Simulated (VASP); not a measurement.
# BP (I-4m2) in VASP: further runs

BP is run at these levels: PBE; tasks: single point.

Everything below comes from runs of VASP 6.6.1. Logs are shortened: lines on timing, memory, paths and dates and some standing lists are left out, and cuts for length are marked.

## Step 1: The cell of the first run

The structure is tetragonal, space group I-4m2 (No. 119). Conventional cell: a = 2.952 Å, b = 2.952 Å, c = 4.538 Å, α = 90.00°, β = 90.00°, γ = 90.00°. B (site symmetry -4m2) has 4 P at 1.86 Å within 2.5 Å. P (site symmetry -4m2) has 4 B at 1.86 Å within 2.5 Å.

## Step 2: Single point, PBE (strain -0.080 along x and y, +0.000 along z)

Contents of INCAR:

```
PREC = Accurate ; ENCUT = 520
EDIFF = 1E-6 ; ISMEAR = 0
SIGMA = 0.05 ; LREAL = F
LASPH = T ; NELM = 100
ALGO = Normal ; ISIF = 2
LWAVE = F ; LCHARG = F
GGA = PE ; NBANDS = 11
```

Contents of KPOINTS:

```
regular mesh
0
Gamma
  10 10 10
```

Contents of POSCAR:

```
BP
1.0
    0.0000000000      2.0874800000      2.2690000000
    2.0874800000      0.0000000000      2.2690000000
    2.0874800000      2.0874800000      0.0000000000
B P
1 1
Direct
    0.0000000000      0.0000000000      0.0000000000
    0.7500000000      0.7500000000      0.7500000000
```

Potentials or basis: VASP PAW PBE potentials, release 64 (B, P).

The run is started by

```console
> cat potpaw_PBE.64/B/POTCAR potpaw_PBE.64/P/POTCAR > POTCAR
> mpirun -np 1 vasp_std > vasp.out
```

OUTCAR:

```text
PREC = Accurate
   ENCUT = 520
   EDIFF = 1E-6
   ISMEAR = 0
   LREAL = F
   LASPH = T
   NELM = 100
   ISIF = 2
   GGA = PE

 ion  position               nearest neighbor table
   1  0.000  0.000  0.000-   2 1.86   2 1.86   2 1.86   2 1.86
   2  0.750  0.750  0.750-   1 1.86   1 1.86   1 1.86   1 1.86

  LATTYP: Found a body centered tetragonal cell.
 ALAT       =     2.9521425272
 C/A-ratio  =     1.5371886548

  Lattice vectors:

 A1 = (  -2.0874800000,   0.0000000000,   2.2690000000)
 A2 = (   2.0874800000,   0.0000000000,   2.2690000000)
 A3 = (   0.0000000000,   2.0874800000,  -2.2690000000)

Analysis of symmetry for initial positions (statically):
=====================================================================
 Subroutine PRICEL returns:
 Original cell was already a primitive cell.

 Routine SETGRP: Setting up the symmetry group for a
 body centered tetragonal supercell.

 Subroutine GETGRP returns: Found  8 space group operations
 (whereof  8 operations were pure point group operations)
 out of a pool of 16 trial point group operations.

The static configuration has the point symmetry D_2d.

Analysis of symmetry for dynamics (positions and initial velocities):
=====================================================================
 Subroutine PRICEL returns:
 Original cell was already a primitive cell.

 Routine SETGRP: Setting up the symmetry group for a
 body centered tetragonal supercell.

 Subroutine GETGRP returns: Found  8 space group operations
 (whereof  8 operations were pure point group operations)
 out of a pool of 16 trial point group operations.

The dynamic configuration has the point symmetry D_2d.

 Subroutine INISYM returns: Found  8 space group operations
 (whereof  8 operations are pure point group operations),
 and found     1 'primitive' translations

----------------------------------------------------------------------------------------

                                     Primitive cell

  volume of cell :      19.7747

  direct lattice vectors                    reciprocal lattice vectors
     0.000000000  2.087480000  2.269000000    -0.239523253  0.239523253  0.220361393
     2.087480000  0.000000000  2.269000000     0.239523253 -0.239523253  0.220361393
     2.087480000  2.087480000  0.000000000     0.239523253  0.239523253 -0.220361393

  length of vectors
     3.083169433  3.083169433  2.952142527     0.404106324  0.404106324  0.404106324

  position of ions in fractional coordinates (direct lattice)
     0.000000000  0.000000000  0.000000000
     0.750000000  0.750000000  0.750000000

  ion indices of the primitive-cell ions
   primitive index   ion index
                 1           1
                 2           2

----------------------------------------------------------------------------------------

 KPOINTS: regular mesh

Automatic generation of k-mesh.
 Grid dimensions read from file:
 generate k-points for:   10   10   10

 Generating k-lattice:

  Cartesian coordinates                     Fractional coordinates (reciprocal lattice)
    -0.023952325  0.023952325  0.022036139     0.100000000  0.000000000  0.000000000
     0.023952325 -0.023952325  0.022036139     0.000000000  0.100000000  0.000000000
     0.023952325  0.023952325 -0.022036139    -0.000000000 -0.000000000  0.100000000

  Length of vectors
     0.040410632  0.040410632  0.040410632

  Shift w.r.t. Gamma in fractional coordinates (k-lattice)
     0.000000000  0.000000000  0.000000000

 Subroutine IBZKPT returns following result:
 ===========================================

 Found    102 irreducible k-points:

 Following reciprocal coordinates:
            Coordinates               Weight
  0.000000  0.000000  0.000000      1.000000
  0.100000 -0.000000  0.000000      8.000000
  0.200000 -0.000000  0.000000      8.000000
  0.300000  0.000000  0.000000      8.000000
  0.400000 -0.000000  0.000000      8.000000
  0.500000 -0.000000  0.000000      4.000000
[... 16 lines left out ...]
  0.300000  0.300000  0.000000      2.000000
  0.400000  0.300000  0.000000      8.000000
 [... further k-points ...]
   k-points           NKPTS =    102   k-points in BZ     NKDIM =    102   number of bands    NBANDS=     11
   number of dos      NEDOS =    301   number of ions     NIONS =      2
   total plane-waves  NPLWV =  13824
   dimension x,y,z NGX =    24 NGY =   24 NGZ =   24
   dimension x,y,z NGXF=    48 NGYF=   48 NGZF=   48
   ions per type =               1   1
   NGX,Y,Z   is equivalent  to a cutoff of  12.94, 12.94, 13.52 a.u.
   NGXF,Y,Z  is equivalent  to a cutoff of  25.88, 25.88, 27.03 a.u.
 SYSTEM =  unknown system
   PREC   = accura    normal or accurate (medium, high low for compatibility)
   ISTART =      0    job   : 0-new  1-cont  2-samecut
   ICHARG =      2    charge: 1-file 2-atom 10-const
   ISPIN  =      1    spin polarized calculation?
   LNONCOLLINEAR =      F non collinear calculations
   LSORBIT =      F    spin-orbit coupling
   LASPH  =      T    aspherical Exc in radial PAW
   ENCUT  =  520.0 eV  38.22 Ry    6.18 a.u.   5.73  5.73  5.49*2*pi/ulx,y,z
   NELM   =    100;   NELMIN=  2; NELMDL= -5     # of ELM steps
   EDIFF  = 0.1E-05   stopping-criterion for ELM
   LREAL  =      F    real-space projection
   EDIFFG = 0.1E-04   stopping-criterion for IOM
   NSW    =      0    number of steps for IOM
   IBRION =     -1    ionic relax: 0-MD 1-quasi-New 2-CG
   NFREE  =      0    steps in history (QN), initial steepest desc. (CG)
   ISIF   =      2    stress and relaxation
   ISYM   =      2    0-nonsym 1-usesym 2-fastsym
   POTIM  = 0.5000    time-step for ionic-motion
   TEBEG  =    0.0;   TEEND  =   0.0 temperature during run
   PSTRESS=    0.0 pullay stress
   NELECT =       8.0000    total number of electrons
   NUPDOWN=      -1.0000    fix difference up-down
   EMIN   =  10.00;   EMAX   =-10.00  energy-range for DOS
   EFERMI =   0.00;   METHOD = LEGACY
   ISMEAR =     0;   SIGMA  =   0.05  broadening in eV -4-tet -1-fermi 0-gaus
   EFERMI_NEDOS =   21; number of points for ismear=-14 and -15
   IALGO  =     38    algorithm
   IMIX   =      4    mixing-type and parameters
     AMIX     =   0.40;   BMIX     =  1.00
     AMIX_MAG =   1.60;   BMIX_MAG =  1.00
  volume/ion in A,a.u.               =       9.89        66.72
  Fermi-wavevector in a.u.,A,eV,Ry     =   1.210789  2.288059 19.946275  1.466010
  Thomas-Fermi vector in A             =   2.346325
   LORBIT       =      0    0 simple, 1 ext, 2 COOP (PROOUT), +10 PAW based schemes
   GGA     = PE    functional components
   LHFCALC =     F    Hartree Fock is set to
   AEXX    =    0.0000 exact exchange contribution
   IVDW    =     0    specifies the selected vdW correction
   LEPSILON=     F    determine dielectric tensor
   LRPA    =     F    only Hartree local field effects (RPA)
 non-spin polarized calculation
 Gauss-broadening in eV      SIGMA  =   0.05
  energy-cutoff  :      520.00
  volume of cell :       19.77
 maximum number of plane-waves:       549
   NGX = 11   NGY = 11   NGZ = 11

 number of electron       8.0000000 magnetization

 Free energy of the ion-electron system (eV)
  ---------------------------------------------------
  ext. energy  EPLUGINS =         0.00000000
  ---------------------------------------------------
  free energy    TOTEN  =       -12.44612187 eV

  energy without entropy =      -12.44612187  energy(sigma->0) =      -12.44612187

 E-fermi :  10.0234     XC(G=0): -11.6463

 val. band max:        9.8585861819   @ k =   0.0000   0.0000   0.0000
 cond. band min:      10.1932359448   @ k =   0.4000   0.0000   0.4000
 fundamental gap:      0.3346497628
 Fermi energy:        10.0234251489

 k-point     1 :       0.0000    0.0000    0.0000
  band No.  band energies     occupation
      1      -7.4984      2.00000
      2       8.8844      2.00000
      3       9.8586      2.00000
      4       9.8586      2.00000
      5      13.1485      0.00000
      6      13.1485      0.00000
      7      13.5518      0.00000
      8      19.2867      0.00000
      9      20.8977      0.00000
     10      22.3509      0.00000
     11      23.4590      0.00000

 k-point     2 :       0.1000   -0.0000    0.0000
  band No.  band energies     occupation
      1      -7.2918      2.00000
      2       7.9706      2.00000
      3       8.9801      2.00000
      4       9.5633      2.00000
      5      13.4502      0.00000
      6      13.6323      0.00000
      7      14.2257      0.00000
      8      19.5175      0.00000
      9      20.4117      0.00000
     10      22.4480      0.00000
     11      23.0224      0.00000

 k-point     3 :       0.2000   -0.0000    0.0000
  band No.  band energies     occupation
      1      -6.6776      2.00000
      2       5.5037      2.00000
      3       8.1395      2.00000
      4       9.0318      2.00000
      5      13.6449      0.00000
      6      14.5447      0.00000
      7      15.0127      0.00000
      8      19.8917      0.00000
      9      20.5506      0.00000
     10      21.3520      0.00000
     11      24.1263      0.00000

 k-point     4 :       0.3000    0.0000    0.0000
  band No.  band energies     occupation
      1      -5.6799      2.00000
      2       2.8613      2.00000
      3       7.4852      2.00000
      4       8.5963      2.00000
      5      13.4294      0.00000
      6      15.0507      0.00000
      7      15.2590      0.00000
      8      20.6078      0.00000
      9      21.4131      0.00000
     10      21.5574      0.00000
     11      24.8228      0.00000
[... 239 lines left out ...]
 k-point    22 :      -0.2000    0.2000    0.0000
  band No.  band energies     occupation
      1      -5.2355      2.00000
      2       3.5543      2.00000
      3       4.2979      2.00000
      4       8.8448      2.00000
      5      14.9245      0.00000
      6      15.3615      0.00000
      7      16.0700      0.00000
      8      18.9646      0.00000
      9      19.5601      0.00000
     10      24.5273      0.00000
     11      26.3065      0.00000

 k-point    23 :       0.3000    0.3000    0.0000
  band No.  band energies     occupation
      1      -5.3270      2.00000
      2       3.6895      2.00000
      3       6.4232      2.00000
      4       6.4232      2.00000
      5      11.6216      0.00000
      6      13.6671      0.00000
      7      19.4426      0.00000
      8      19.4426      0.00000
      9      23.9605      0.00000
     10      25.6445      0.00000
     11      27.7612      0.00000

 k-point    24 :       0.4000    0.3000    0.0000
  band No.  band energies     occupation
      1      -4.4399      2.00000
      2       2.3915      2.00000
      3       5.1836      2.00000
      4       6.1387      2.00000
      5      11.9093      0.00000
      6      13.7894      0.00000
      7      20.1696      0.00000
      8      20.2654      0.00000
      9      24.7512      0.00000
     10      26.2227      0.00000
     11      28.5604      0.00000

 [... further k-points ...]
[... 5 lines left out ...]
  --------------------------------------------------------------------------------------
  -------------------------------------------------------------------------------------
  Total        5.8716445      5.8716445      2.3880341      0.0000000     -0.0000000      0.0000000
  in kB      475.7307205    475.7307205    193.4826238      0.0000000     -0.0000000      0.0000000
  external PRESSURE =     381.6480216 kB  Pullay stress =       0.0000000 kB

 VOLUME and BASIS-vectors are now :
 -----------------------------------------------------------------------------
  energy-cutoff  :      520.00
  volume of cell :       19.77
      direct lattice vectors                 reciprocal lattice vectors
     0.000000000  2.087480000  2.269000000    -0.239523253  0.239523253  0.220361393
     2.087480000  0.000000000  2.269000000     0.239523253 -0.239523253  0.220361393
     2.087480000  2.087480000  0.000000000     0.239523253  0.239523253 -0.220361393

 POSITION                                       TOTAL-FORCE (eV/Angst)
 -----------------------------------------------------------------------------------
      0.00000      0.00000      0.00000        -0.000000     -0.000000      0.000000
      3.13122      3.13122      3.40350         0.000000      0.000000      0.000000
 -----------------------------------------------------------------------------------
    total drift:                                0.000000      0.000000     -0.000000

  FREE ENERGIE OF THE ION-ELECTRON SYSTEM (eV)
  ---------------------------------------------------
  free  energy   TOTEN  =       -12.4461218708 eV

  energy  without entropy=      -12.4461218686  energy(sigma->0) =      -12.44612187
```

It took 28 s on 1 thread of AMD EPYC 7R13, shared host; peak memory 0.12 GiB.

Results:

| Property | Result |
| --- | --- |
| Free energy | -12.4461 eV |
| Pressure | 38.2 GPa |
| Band gap on the k mesh | 0.33 eV, indirect (least direct gap 3.29 eV) |

Stress tensor (GPa, compression positive):
```
47.57  0.00  0.00
 0.00 47.57  0.00
 0.00  0.00 19.35
```

Levels at points of the mesh, in eV from the valence-band top:
```
           k point  band 1  band 2  band 3  band 4  band 5  band 6  band 7  band 8  band 9
(0.00, 0.00, 0.00)  -17.36   -0.97    0.00    0.00    3.29    3.29    3.69    9.43   11.04
(0.50, 0.00, 0.00)  -13.33  -10.62   -2.93   -1.60    3.14    5.04    5.36   10.49   14.88
(0.50, 0.50, 0.00)  -12.25  -10.36   -4.35   -4.35    1.30    2.12   13.48   13.48   16.22
(0.50, 0.00, 0.50)  -11.23   -9.50   -5.46   -5.25    0.36    0.76   11.93   14.27   15.90
```

Caveat: the cell differs from its parent crystal (strain -0.080 along x and y, +0.000 along z). A k mesh can miss the band edges.

## Step 3: Single point, PBE (strain -0.080 along x and y, +0.080 along z)

Contents of INCAR:

```
PREC     = Accurate       # precision mode
ENCUT    = 520            # plane-wave cutoff, eV
EDIFF    = 1E-6           # SCF threshold, eV
ISMEAR   = 0              # smearing method
SIGMA    = 0.05           # smearing width, eV
LREAL    = False          # projectors in reciprocal space
LASPH    = True           # aspherical terms in the spheres
NELM     = 100            # most SCF steps
ALGO     = Normal         # electronic algorithm
ISIF     = 2              # what is computed and relaxed
LWAVE    = False          # write WAVECAR
LCHARG   = True           # write CHGCAR
GGA      = PE             # functional
LELF     = True           # ELF
LVHAR    = True         
NBANDS   = 11             # bands
```

Contents of KPOINTS:

```
Automatic mesh
0
Gamma
  10 10 10
```

Contents of POSCAR:

```
BP
1.0
    0.0000000000      2.0874800000      2.4505200000
    2.0874800000      0.0000000000      2.4505200000
    2.0874800000      2.0874800000      0.0000000000
B P
1 1
Direct
    0.0000000000      0.0000000000      0.0000000000
    0.7500000000      0.7500000000      0.7500000000
```

Potentials or basis: VASP PAW PBE potentials, release 64 (B, P).

The run is started by

```console
> cat potpaw_PBE.64/B/POTCAR potpaw_PBE.64/P/POTCAR > POTCAR
> mpirun -np 1 vasp_std > vasp.out
```

Wall time 31 s (1 thread of AMD EPYC 7R13, shared host); peak memory 0.12 GiB.

Results (log left out):

* Free energy: -12.4400 eV
* Pressure: 17.7 GPa
* Band gap on the k mesh: zero (band 4 reaches 9.25 eV, above the bottom of band 5 at 9.09 eV)

Stress tensor (GPa, compression positive):
```
 36.21   0.00   0.00
  0.00  36.21   0.00
  0.00   0.00 -19.17
```

Levels at points of the mesh, in eV from the Fermi level:
```
           k point  band 1  band 2  band 3  band 4  band 5  band 6  band 7  band 8
(0.00, 0.00, 0.00)  -16.92   -1.92    0.07    0.07    2.82    2.82    3.58    7.04
(0.50, 0.00, 0.00)  -13.17  -10.29   -3.67   -1.20    1.59    5.11    5.54   10.10
(0.50, 0.50, 0.00)  -12.72  -10.62   -3.75   -3.75    1.77    2.67   12.30   12.30
(0.50, 0.00, 0.50)  -10.92   -9.13   -5.72   -5.33    0.06    0.22    9.72   12.75
```

Caveat: the cell differs from its parent crystal (strain -0.080 along x and y, +0.080 along z).
